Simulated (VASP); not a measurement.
# Ge4F (P6/mmm) in VASP: single point with PBE

Aim: the single point of Ge4F with PBE.

Program: VASP 6.6.1. These are calculated values, not measurements. Logs are shortened: lines on timing, memory, paths and dates and some standing lists are left out, and cuts for length are marked.

## Step 1: The cell of the first run

Symmetry: P6/mmm, No. 191, hexagonal system. The conventional cell has a = 4.405 Å, b = 4.405 Å, c = 5.765 Å, α = 90.00°, β = 90.00°, γ = 120.00°. Within 3.4 Å of Ge (site symmetry 3m) lie 5 Ge at 2.54 to 3.10 Å and 3 F at 2.87 Å. F (site symmetry 6/mmm) has 12 Ge at 2.87 Å within 3.8 Å.

The cell was generated, and may not be a known phase.

## Step 2: Single point, PBE

File INCAR:

```
SYSTEM = Ge4F
PREC = Accurate
ENCUT = 520
EDIFF = 1E-7
ISMEAR = 0
SIGMA = 0.1
LREAL = .FALSE.
LASPH = .TRUE.
NELM = 60
ALGO = Normal
ISIF = 2
LWAVE = .FALSE.
LCHARG = .FALSE.
GGA = PE
NBANDS = 40
```

File KPOINTS:

```
Automatic mesh
0
G
  12 12 8
  0 0 0
```

File POSCAR:

```
Ge4F
1.0
    4.4052992701      0.0000000000      0.0000000000
   -2.2026496351      3.8151010791      0.0000000000
    0.0000000000      0.0000000000      5.7647145566
Ge F
4 1
Direct
    0.3333333333      0.6666666667      0.7687508551
    0.3333333333      0.6666666667      0.2312491449
    0.6666666667      0.3333333333      0.2312491449
    0.6666666667      0.3333333333      0.7687508551
    0.0000000000      0.0000000000      0.0000000000
```

Potentials or basis: VASP PAW PBE potentials, release 64 (Ge_d, F).

Run with:

```bash
cat potpaw_PBE.64/Ge_d/POTCAR potpaw_PBE.64/F/POTCAR > POTCAR
mpirun -np 1 vasp_std > vasp.out
```

OUTCAR:

```text
SYSTEM = Ge4F
   PREC = Accurate
   ENCUT = 520
   EDIFF = 1E-7
   ISMEAR = 0
   LREAL = .FALSE.
   LASPH = .TRUE.
   NELM = 60
   ISIF = 2
   GGA = PE

 ion  position               nearest neighbor table
   1  0.333  0.667  0.769-   4 2.54   4 2.54   4 2.54   2 2.67
   2  0.333  0.667  0.231-   3 2.54   3 2.54   3 2.54   1 2.67
   3  0.667  0.333  0.231-   2 2.54   2 2.54   2 2.54   4 2.67
   4  0.667  0.333  0.769-   1 2.54   1 2.54   1 2.54   3 2.67
   5  0.000  0.000  0.000-

  LATTYP: Found a hexagonal cell.
 ALAT       =     4.4052992701
 C/A-ratio  =     1.3085863645

  Lattice vectors:

 A1 = (   4.4052992701,   0.0000000000,   0.0000000000)
 A2 = (  -2.2026496351,   3.8151010791,   0.0000000000)
 A3 = (   0.0000000000,   0.0000000000,   5.7647145566)

Analysis of symmetry for initial positions (statically):
=====================================================================
 Subroutine PRICEL returns:
 Original cell was already a primitive cell.

 Routine SETGRP: Setting up the symmetry group for a
 hexagonal supercell.

 Subroutine GETGRP returns: Found 24 space group operations
 (whereof 24 operations were pure point group operations)
 out of a pool of 24 trial point group operations.

The static configuration has the point symmetry D_6h.

Analysis of symmetry for dynamics (positions and initial velocities):
=====================================================================
 Subroutine PRICEL returns:
 Original cell was already a primitive cell.

 Routine SETGRP: Setting up the symmetry group for a
 hexagonal supercell.

 Subroutine GETGRP returns: Found 24 space group operations
 (whereof 24 operations were pure point group operations)
 out of a pool of 24 trial point group operations.

The dynamic configuration has the point symmetry D_6h.

 Subroutine INISYM returns: Found 24 space group operations
 (whereof 24 operations are pure point group operations),
 and found     1 'primitive' translations

----------------------------------------------------------------------------------------

                                     Primitive cell

  volume of cell :      96.8856

  direct lattice vectors                    reciprocal lattice vectors
     4.405299270  0.000000000  0.000000000     0.226999334  0.131058127  0.000000000
    -2.202649635  3.815101079  0.000000000     0.000000000  0.262116253  0.000000000
     0.000000000  0.000000000  5.764714557     0.000000000  0.000000000  0.173469127

  length of vectors
     4.405299270  4.405299270  5.764714557     0.262116253  0.262116253  0.173469127

  position of ions in fractional coordinates (direct lattice)
     0.333333333  0.666666667  0.768750855
     0.333333333  0.666666667  0.231249145
     0.666666667  0.333333333  0.231249145
     0.666666667  0.333333333  0.768750855
     0.000000000  0.000000000  0.000000000

  ion indices of the primitive-cell ions
   primitive index   ion index
                 1           1
                 2           2
                 3           3
                 4           4
                 5           5

----------------------------------------------------------------------------------------

 KPOINTS: Automatic mesh

Automatic generation of k-mesh.
 Grid dimensions read from file:
 generate k-points for:   12   12    8

 Generating k-lattice:

  Cartesian coordinates                     Fractional coordinates (reciprocal lattice)
     0.018916611  0.010921511  0.000000000     0.083333333  0.000000000  0.000000000
     0.000000000  0.021843021  0.000000000     0.000000000  0.083333333  0.000000000
     0.000000000  0.000000000  0.021683641     0.000000000  0.000000000  0.125000000

  Length of vectors
     0.021843021  0.021843021  0.021683641

  Shift w.r.t. Gamma in fractional coordinates (k-lattice)
     0.000000000  0.000000000  0.000000000

 Subroutine IBZKPT returns following result:
 ===========================================

 Found     95 irreducible k-points:

 Following reciprocal coordinates:
            Coordinates               Weight
  0.000000  0.000000  0.000000      1.000000
  0.083333  0.000000  0.000000      6.000000
  0.166667  0.000000  0.000000      6.000000
  0.250000  0.000000  0.000000      6.000000
  0.333333  0.000000  0.000000      6.000000
  0.416667  0.000000  0.000000      6.000000
[... 16 lines left out ...]
  0.250000  0.000000  0.125000     12.000000
  0.333333  0.000000  0.125000     12.000000
 [... further k-points ...]
   k-points           NKPTS =     95   k-points in BZ     NKDIM =     95   number of bands    NBANDS=     40
   number of dos      NEDOS =    301   number of ions     NIONS =      5
   total plane-waves  NPLWV =  62208
   dimension x,y,z NGX =    36 NGY =   36 NGZ =   48
   dimension x,y,z NGXF=    72 NGYF=   72 NGZF=   96
   ions per type =               4   1
   NGX,Y,Z   is equivalent  to a cutoff of  13.59, 13.59, 13.84 a.u.
   NGXF,Y,Z  is equivalent  to a cutoff of  27.17, 27.17, 27.68 a.u.
 SYSTEM =  Ge4F
   PREC   = accura    normal or accurate (medium, high low for compatibility)
   ISTART =      0    job   : 0-new  1-cont  2-samecut
   ICHARG =      2    charge: 1-file 2-atom 10-const
   ISPIN  =      1    spin polarized calculation?
   LNONCOLLINEAR =      F non collinear calculations
   LSORBIT =      F    spin-orbit coupling
   LASPH  =      T    aspherical Exc in radial PAW
   ENCUT  =  520.0 eV  38.22 Ry    6.18 a.u.   8.19  8.19 10.72*2*pi/ulx,y,z
   NELM   =     60;   NELMIN=  2; NELMDL= -5     # of ELM steps
   EDIFF  = 0.1E-06   stopping-criterion for ELM
   LREAL  =      F    real-space projection
   EDIFFG = 0.1E-05   stopping-criterion for IOM
   NSW    =      0    number of steps for IOM
   IBRION =     -1    ionic relax: 0-MD 1-quasi-New 2-CG
   NFREE  =      0    steps in history (QN), initial steepest desc. (CG)
   ISIF   =      2    stress and relaxation
   ISYM   =      2    0-nonsym 1-usesym 2-fastsym
   POTIM  = 0.5000    time-step for ionic-motion
   TEBEG  =    0.0;   TEEND  =   0.0 temperature during run
   PSTRESS=    0.0 pullay stress
   NELECT =      63.0000    total number of electrons
   NUPDOWN=      -1.0000    fix difference up-down
   EMIN   =  10.00;   EMAX   =-10.00  energy-range for DOS
   EFERMI =   0.00;   METHOD = LEGACY
   ISMEAR =     0;   SIGMA  =   0.10  broadening in eV -4-tet -1-fermi 0-gaus
   EFERMI_NEDOS =   21; number of points for ismear=-14 and -15
   IALGO  =     38    algorithm
   IMIX   =      4    mixing-type and parameters
     AMIX     =   0.40;   BMIX     =  1.00
     AMIX_MAG =   1.60;   BMIX_MAG =  1.00
  volume/ion in A,a.u.               =      19.38       130.76
  Fermi-wavevector in a.u.,A,eV,Ry     =   1.418302  2.680201 27.369199  2.011579
  Thomas-Fermi vector in A             =   2.539441
   LORBIT       =      0    0 simple, 1 ext, 2 COOP (PROOUT), +10 PAW based schemes
   GGA     = PE    functional components
   LHFCALC =     F    Hartree Fock is set to
   AEXX    =    0.0000 exact exchange contribution
   IVDW    =     0    specifies the selected vdW correction
   LEPSILON=     F    determine dielectric tensor
   LRPA    =     F    only Hartree local field effects (RPA)
 non-spin polarized calculation
 Gauss-broadening in eV      SIGMA  =   0.10
  energy-cutoff  :      520.00
  volume of cell :       96.89
 maximum number of plane-waves:      2631
 NGX is ok and might be reduce to    36
   NGX = 17   NGY = 17   NGZ = 21

 number of electron      62.9999967 magnetization

 Free energy of the ion-electron system (eV)
  ---------------------------------------------------
  ext. energy  EPLUGINS =         0.00000000
  ---------------------------------------------------
  free energy    TOTEN  =       -20.87346805 eV

  energy without entropy =      -20.86792951  energy(sigma->0) =      -20.87069878

 E-fermi :   4.2748     XC(G=0): -10.2181

 val. band max:        4.2478369588   @ k =   0.1667   0.0833   0.1250
 cond. band min:       4.2938770791   @ k =   0.3333   0.0000   0.2500
 fundamental gap:      0.0460401203
 Fermi energy:         4.2748459915

 k-point     1 :       0.0000    0.0000    0.0000
  band No.  band energies     occupation
      1     -20.2506      2.00000
      2     -20.1516      2.00000
      3     -20.1516      2.00000
      4     -20.1174      2.00000
      5     -20.1174      2.00000
      6     -20.1145      2.00000
[... 32 lines left out ...]
     39       9.8288      0.00000
     40      11.4539      0.00000

 k-point     2 :       0.0833    0.0000    0.0000
  band No.  band energies     occupation
      1     -20.2497      2.00000
      2     -20.1523      2.00000
      3     -20.1507      2.00000
      4     -20.1346      2.00000
      5     -20.1237      2.00000
      6     -20.1177      2.00000
[... 32 lines left out ...]
     39       9.8954      0.00000
     40      11.4253      0.00000

 k-point     3 :       0.1667    0.0000    0.0000
  band No.  band energies     occupation
      1     -20.2470      2.00000
      2     -20.1564      2.00000
      3     -20.1545      2.00000
      4     -20.1466      2.00000
      5     -20.1378      2.00000
      6     -20.1318      2.00000
[... 32 lines left out ...]
     39      10.0898      0.00000
     40      11.3541      0.00000

 k-point     4 :       0.2500    0.0000    0.0000
  band No.  band energies     occupation
      1     -20.2427      2.00000
      2     -20.1762      2.00000
      3     -20.1589      2.00000
      4     -20.1513      2.00000
      5     -20.1476      2.00000
      6     -20.1466      2.00000
[... 32 lines left out ...]
     39      10.9149      0.00000
     40      11.2709      0.00000
[... 772 lines left out ...]
     39       9.9132      0.00000
     40      11.5921      0.00000

 k-point    23 :       0.2500    0.0000    0.1250
  band No.  band energies     occupation
      1     -20.2394      2.00000
      2     -20.1743      2.00000
      3     -20.1582      2.00000
      4     -20.1505      2.00000
      5     -20.1483      2.00000
      6     -20.1466      2.00000
[... 32 lines left out ...]
     39      10.7935      0.00000
     40      11.4927      0.00000

 k-point    24 :       0.3333    0.0000    0.1250
  band No.  band energies     occupation
      1     -20.2339      2.00000
      2     -20.1921      2.00000
      3     -20.1685      2.00000
      4     -20.1615      2.00000
      5     -20.1596      2.00000
      6     -20.1553      2.00000
[... 32 lines left out ...]
     39      11.3821      0.00000
     40      11.8753      0.00000

 [... further k-points ...]
[... 5 lines left out ...]
  --------------------------------------------------------------------------------------
  -------------------------------------------------------------------------------------
  Total       -0.0316141     -0.0316141     -0.0234920      0.0000000      0.0000000     -0.0000000
  in kB       -0.5227961     -0.5227961     -0.3884821      0.0000000      0.0000000     -0.0000000
  external PRESSURE =      -0.4780248 kB  Pullay stress =       0.0000000 kB

 VOLUME and BASIS-vectors are now :
 -----------------------------------------------------------------------------
  energy-cutoff  :      520.00
  volume of cell :       96.89
      direct lattice vectors                 reciprocal lattice vectors
     4.405299270  0.000000000  0.000000000     0.226999334  0.131058127  0.000000000
    -2.202649635  3.815101079  0.000000000     0.000000000  0.262116253  0.000000000
     0.000000000  0.000000000  5.764714557     0.000000000  0.000000000  0.173469127

 POSITION                                       TOTAL-FORCE (eV/Angst)
 -----------------------------------------------------------------------------------
     -0.00000      2.54340      4.43163        -0.000000     -0.000000     -0.000079
     -0.00000      2.54340      1.33309         0.000000      0.000000      0.000079
      2.20265      1.27170      1.33309        -0.000000     -0.000000      0.000079
      2.20265      1.27170      4.43163        -0.000000     -0.000000     -0.000079
      0.00000      0.00000      0.00000         0.000000     -0.000000      0.000000
 -----------------------------------------------------------------------------------
    total drift:                               -0.000000      0.000000     -0.000000

  FREE ENERGIE OF THE ION-ELECTRON SYSTEM (eV)
  ---------------------------------------------------
  free  energy   TOTEN  =       -20.8734680484 eV

  energy  without entropy=      -20.8679295119  energy(sigma->0) =      -20.87069878
```

It took 13 min on 1 thread of AMD EPYC 7R43 (Zen 3), shared host; peak memory 0.38 GiB.

Results:

* Free energy: -20.8735 eV
* Pressure: 0.0 GPa
* Band gap on the k mesh: zero (an odd number of electrons rules out a gap without spin polarisation)

Caveat: an odd number of electrons without spin polarisation forces a metal; a magnetic or distorted state may lie lower.

The gap in the log of VASP goes by the Fermi energy; the results here count the filled bands.